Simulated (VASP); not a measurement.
# HoNb2As3 (P4/mmm) in VASP: a series of runs, part 2 of 2

VASP 6.6.1.

### 3 Single point, PBE

This run uses another cell than the first one, of 20.35 Å³/atom.

Input file INCAR:

```
  ALGO = Normal
  EDIFF = 1E-6
  ENCUT = 500
  GGA = PE
  GGA_COMPAT = F
  ISIF = 2
  ISMEAR = 0
  LASPH = T
  LCHARG = F
  LMAXMIX = 6
  LREAL = F
  LWAVE = F
  NBANDS = 34
  NELM = 200
  PREC = Accurate
  SIGMA = 0.1
```

Input file KPOINTS:

```
k-points
0
Gamma
  6 6 2
```

Input file POSCAR:

```
HoNb2As3
1.0
    3.5856030055      0.0000000000      0.0000000000
    0.0000000000      3.5856030055      0.0000000000
    0.0000000000      0.0000000000      9.4986926283
Ho Nb As
1 2 3
Direct
    0.0000000000      0.0000000000      0.0000000000
    0.5000000000      0.5000000000      0.7738587828
    0.5000000000      0.5000000000      0.2261412172
    0.0000000000      0.0000000000      0.6916023908
    0.0000000000      0.0000000000      0.3083976092
    0.5000000000      0.5000000000      0.5000000000
```

Potentials or basis: VASP PAW PBE potentials, release 64 (Ho_3, Nb_sv, As), 4f in core.

Run with:

```console
$ cat potpaw_PBE.64/Ho_3/POTCAR potpaw_PBE.64/Nb_sv/POTCAR potpaw_PBE.64/As/POTCAR > POTCAR
$ mpirun -np 1 vasp_std > vasp.out
```

OUTCAR:

```text
EDIFF = 1E-6
   ENCUT = 500
   GGA = PE
   ISIF = 2
   ISMEAR = 0
   LASPH = T
   LREAL = F
   NELM = 200
   PREC = Accurate

 ion  position               nearest neighbor table
   1  0.000  0.000  0.000-   4 2.93   5 2.93   2 3.32   3 3.32   2 3.32   3 3.32   2 3.32   3 3.32
                             2 3.32   3 3.32
   2  0.500  0.500  0.774-   6 2.60   4 2.65   4 2.65   4 2.65   4 2.65   1 3.32   1 3.32   1 3.32
                             1 3.32
   3  0.500  0.500  0.226-   6 2.60   5 2.65   5 2.65   5 2.65   5 2.65   1 3.32   1 3.32   1 3.32
                             1 3.32
[... 945 lines left out ...]
  Total        0.2649251      0.2649251      0.2852966      0.0000000     -0.0000000      0.0000000
  in kB        3.4757259      3.4757259      3.7429917      0.0000000     -0.0000000      0.0000000
  external PRESSURE =       3.5648145 kB  Pullay stress =       0.0000000 kB

 VOLUME and BASIS-vectors are now :
 -----------------------------------------------------------------------------
  energy-cutoff  :      500.00
  volume of cell :      122.12
      direct lattice vectors                 reciprocal lattice vectors
     3.585603005  0.000000000  0.000000000     0.278893117  0.000000000  0.000000000
     0.000000000  3.585603005  0.000000000     0.000000000  0.278893117  0.000000000
     0.000000000  0.000000000  9.498692628     0.000000000  0.000000000  0.105277646

 POSITION                                       TOTAL-FORCE (eV/Angst)
 -----------------------------------------------------------------------------------
      0.00000      0.00000      0.00000        -0.000000      0.000000      0.000000
      1.79280      1.79280      7.35065        -0.000000     -0.000000     -0.003256
      1.79280      1.79280      2.14805         0.000000     -0.000000      0.003256
      0.00000      0.00000      6.56932        -0.000000      0.000000     -0.053220
      0.00000      0.00000      2.92937        -0.000000      0.000000      0.053220
      1.79280      1.79280      4.74935        -0.000000      0.000000      0.000000
 -----------------------------------------------------------------------------------
    total drift:                                0.000000      0.000000     -0.000000

  FREE ENERGIE OF THE ION-ELECTRON SYSTEM (eV)
  ---------------------------------------------------
  free  energy   TOTEN  =       -39.9988751004 eV

  energy  without entropy=      -39.9692772231  energy(sigma->0) =      -39.98407616
```

stdout:

```text
POSCAR found type information on POSCAR HoNbAs
 POSCAR found :  3 types and       6 ions
 scaLAPACK will be used
 LDA part: xc-table for (Slater+PW92), standard interpolation
 POSCAR, INCAR and KPOINTS ok, starting setup
 FFT: planning ... GRIDC
 FFT: planning ... GRID_SOFT
 FFT: planning ... GRID
 WAVECAR not read
 entering main loop
```

Run time: 78 s. Hardware: 1 thread of AMD EPYC 9R45 (Zen 5), shared host; peak memory 0.23 GiB.

What came out:

```yaml
Free_energy: -39.9989 eV
Pressure: 0.4 GPa
Largest_force: 0.053 eV/Å
Band_gap_on_the_k_mesh: zero (bands 25 and 26 overlap by 1.14 eV)
```

Forces in eV/Å, atoms in the order of the input:
```
Ho   0.000  0.000  0.000
Nb   0.000  0.000 -0.003
Nb   0.000  0.000  0.003
As   0.000  0.000 -0.053
As   0.000  0.000  0.053
As   0.000  0.000  0.000
```

Caveat: spin-orbit coupling is left out, which moves the levels of the heavy elements; the 4f electrons are frozen in the core, so they carry no moment and show no levels.
